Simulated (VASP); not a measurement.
Write the native input for VASP 6.6.1 that does the following.

| Item | Value |
| --- | --- |
| Task | single point |
| Functional | PBE |
| Potentials or basis | VASP PAW PBE potentials, release 64 (Al) |
| Cutoff | 520 eV |
| k mesh | 6 × 6 × 6 |
| Occupations | gaussian, width 0.1 eV |
| Spin | no spin polarisation |
| Dipole correction | no |
| Further INCAR settings | ALGO = Normal; EDIFF = 1e-06; NBANDS = 18 |

The structure of Al lies in POSCAR:

```
Al
1.0
   -2.6545783136      2.6545783136      3.7074886755
    2.6545783136     -2.6545783136      3.7074886755
    2.6545783136      2.6545783136     -3.7074886755
Al
6
Direct
    0.5000000000      0.5000000000      0.0000000000
    0.2500000000      0.7500000000      0.5000000000
    0.8750140113      0.6250000000      0.7500140113
    0.8749859887      0.1250000000      0.2499859887
    0.3750000000      0.1249859887      0.2499859887
    0.8750000000      0.1250140113      0.7500140113
```

The cell was generated, and may not be a known phase.

The input as run:

INCAR

```
SYSTEM = Al
  ALGO = Normal
  EDIFF = 1E-6
  ENCUT = 520
  GGA = PE
  ISIF = 2
  ISMEAR = 0
  LASPH = .True.
  LCHARG = .False.
  LREAL = .False.
  LWAVE = .False.
  NBANDS = 18
  NELM = 100
  PREC = Accurate
  SIGMA = 0.1
```

KPOINTS

```
k-points
0
Gamma
  6 6 6
  0 0 0
```

Potentials or basis: VASP PAW PBE potentials, release 64 (Al).

The run is started by

```console
$ cat potpaw_PBE.64/Al/POTCAR > POTCAR
$ mpirun -np 1 vasp_std > vasp.out
```

It gave:

* Pressure: 0.0 GPa
* Band gap on the k mesh: zero (bands 9 and 10 overlap by 3.53 eV)

Wall time 84 s on 1 thread of AMD EPYC 7R43 64-Core Processor (Zen 3), on a shared host, peak memory 0.18 GiB.
